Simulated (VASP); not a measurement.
# Mg3Sb2 (P-3m1) in VASP: further runs, part 2 of 2

VASP 6.6.1. Earlier steps stand in the parts before.

## 4. Single point, PBE

This run uses another cell than the first one, of 26.59 Å³/atom.

File INCAR:

```
SYSTEM = Mg3Sb2
ALGO = Normal ; EDIFF = 1E-6
ENCUT = 600 ; GGA = PE
GGA_COMPAT = .FALSE. ; ISIF = 2
ISMEAR = 0 ; LASPH = .TRUE.
LCHARG = .TRUE. ; LELF = .TRUE.
LREAL = .FALSE. ; LVHAR = .TRUE.
LWAVE = .FALSE. ; NBANDS = 16
NELM = 120 ; PREC = Accurate
SIGMA = 0.01
```

File KPOINTS:

```
k-points
0
G
  12 12 6
  0 0 0
```

File POSCAR:

```
Mg3Sb2
1.0
    4.5938676660      0.0000000000      0.0000000000
   -2.2969338330      3.9784061003      0.0000000000
    0.0000000000      0.0000000000      7.2742753392
Mg Sb
3 2
Direct
    0.3333333333      0.6666666667      0.6319626151
    0.6666666667      0.3333333333      0.3680373849
    0.0000000000      0.0000000000      0.0000000000
    0.3333333333      0.6666666667      0.2256274637
    0.6666666667      0.3333333333      0.7743725363
```

Potentials or basis: VASP PAW PBE potentials, release 64 (Mg, Sb).

The run is started by

```sh
$ cat potpaw_PBE.64/Mg/POTCAR potpaw_PBE.64/Sb/POTCAR > POTCAR
$ mpirun -np 1 vasp_std > vasp.out
```

OUTCAR:

```text
SYSTEM = Mg3Sb2
   EDIFF = 1E-6
   ENCUT = 600
   GGA = PE
   ISIF = 2
   ISMEAR = 0
   LASPH = .TRUE.
   LREAL = .FALSE.
   NELM = 120
   PREC = Accurate

 ion  position               nearest neighbor table
   1  0.333  0.667  0.632-   5 2.85   5 2.85   5 2.85   4 2.96   2 3.27   2 3.27   2 3.27
   2  0.667  0.333  0.368-   4 2.85   4 2.85   4 2.85   5 2.96   1 3.27   1 3.27   1 3.27
   3  0.000  0.000  0.000-   4 3.12   5 3.12   4 3.12   5 3.12   5 3.12   4 3.12
   4  0.333  0.667  0.226-   2 2.85   2 2.85   2 2.85   1 2.96   3 3.12   3 3.12   3 3.12
   5  0.667  0.333  0.774-   1 2.85   1 2.85   1 2.85   2 2.96   3 3.12   3 3.12   3 3.12

  LATTYP: Found a hexagonal cell.
 ALAT       =     4.5938676660
 C/A-ratio  =     1.5834751604

  Lattice vectors:

 A1 = (   4.5938676660,   0.0000000000,   0.0000000000)
 A2 = (  -2.2969338330,   3.9784061003,   0.0000000000)
 A3 = (   0.0000000000,   0.0000000000,   7.2742753392)

Analysis of symmetry for initial positions (statically):
=====================================================================
 Subroutine PRICEL returns:
 Original cell was already a primitive cell.
[... 182 lines left out ...]
 Fermi energy:         4.3913173302

 k-point     1 :       0.0000    0.0000    0.0000
  band No.  band energies     occupation
      1      -5.8826      2.00000
      2      -4.6645      2.00000
      3      -0.5174      2.00000
      4       3.2757      2.00000
      5       3.2757      2.00000
      6       3.9673      2.00000
[... 433 lines left out ...]
      3      -0.0813      2.00000
      4       1.9669      2.00000
      5       2.5173      2.00000
      6       2.9036      2.00000
[... 8 lines left out ...]
     15       8.3804      0.00000
     16       9.1073      0.00000

 [... further k-points ...]

------------------------ aborting loop because EDIFF is reached ----------------------------------------

  FORCE on cell =-STRESS in cart. coord.  units (eV):
  Direction    XX          YY          ZZ          XY          YZ          ZX
  --------------------------------------------------------------------------------------
  -------------------------------------------------------------------------------------
  Total        0.0503702      0.0503702      0.0411490      0.0000000      0.0000000      0.0000000
  in kB        0.6070258      0.6070258      0.4958986      0.0000000      0.0000000      0.0000000
  external PRESSURE =       0.5699834 kB  Pullay stress =       0.0000000 kB

 VOLUME and BASIS-vectors are now :
 -----------------------------------------------------------------------------
  energy-cutoff  :      600.00
  volume of cell :      132.95
      direct lattice vectors                 reciprocal lattice vectors
     4.593867666  0.000000000  0.000000000     0.217681499  0.125678472  0.000000000
    -2.296933833  3.978406100  0.000000000     0.000000000  0.251356944  0.000000000
     0.000000000  0.000000000  7.274275339     0.000000000  0.000000000  0.137470738

 POSITION                                       TOTAL-FORCE (eV/Angst)
 -----------------------------------------------------------------------------------
     -0.00000      2.65227      4.59707         0.000000      0.000000     -0.000257
      2.29693      1.32614      2.67721         0.000000      0.000000      0.000257
      0.00000      0.00000      0.00000         0.000000      0.000000      0.000000
     -0.00000      2.65227      1.64128         0.000000     -0.000000     -0.010984
      2.29693      1.32614      5.63300        -0.000000      0.000000      0.010984
 -----------------------------------------------------------------------------------
    total drift:                               -0.000000      0.000000      0.000000

  FREE ENERGIE OF THE ION-ELECTRON SYSTEM (eV)
  ---------------------------------------------------
  free  energy   TOTEN  =       -14.6482457002 eV

  energy  without entropy=      -14.6482457002  energy(sigma->0) =      -14.64824570
```

Run time: 3 min. Hardware: 1 thread of Oxide Virtual Turin-like, shared host; peak memory 0.44 GiB.

What came out:

| Quantity | Value |
| --- | --- |
| Free energy | -14.6482 eV |
| Pressure | 0.1 GPa |
| Largest force | 0.011 eV/Å |
| Band gap on the k mesh | 0.08 eV (least direct gap 1.02 eV) |

Forces on the atoms (eV/Å):
```
Mg   0.000  0.000  0.000
Mg   0.000  0.000  0.000
Mg   0.000  0.000  0.000
Sb   0.000  0.000 -0.011
Sb   0.000  0.000  0.011
```

Levels at points of the mesh, in eV from the valence-band top:
```tsv
k point	band 6	band 7	band 8	band 9	band 10	band 11
(0.00, 0.00, 0.00)	-0.38	-0.38	0.00	1.02	1.19	3.04
(0.50, 0.00, 0.00)	-2.26	-2.18	-0.87	0.37	1.93	2.15
(0.00, 0.00, 0.50)	-0.77	-0.71	-0.71	1.75	1.80	2.69
(0.50, 0.00, 0.50)	-1.67	-1.61	-1.51	0.43	1.31	1.71
```

Caveat: semilocal functionals underestimate gaps, and a narrow one can read as zero; spin-orbit coupling is left out, which moves the levels of the heavy elements. A k mesh can miss the band edges.

## 5. The runs side by side

```csv
cell,gap on the mesh (eV),pressure (GPa),largest force (eV/Å)
"a = 4.410, b = 4.410, c = 7.434 Å, angles 90.0, 90.0, 120.0°, 5 atoms, atomic positions A",0.25,3.2,0.02
"a = 4.410, b = 4.410, c = 7.449 Å, angles 90.0, 90.0, 120.0°, 5 atoms, atomic positions B",0.29,3.2,0.11
"a = 4.594, b = 4.594, c = 7.274 Å, angles 90.0, 90.0, 120.0°, 5 atoms, atomic positions C",0.08,0.1,0.01
```

Alike in all rows: task single point; level PBE; potentials or basis VASP PAW PBE potentials, release 64 (Mg, Sb); no spin polarisation; k mesh 12 × 12 × 6; cutoff (eV) 600; smearing gaussian 0.01 eV.

Caveats: semilocal functionals underestimate gaps, and a narrow one can read as zero; spin-orbit coupling is left out, which moves the levels of the heavy elements; the cell stands under pressure (at least some runs).

Absolute energies hang on the potentials; compare differences alone.
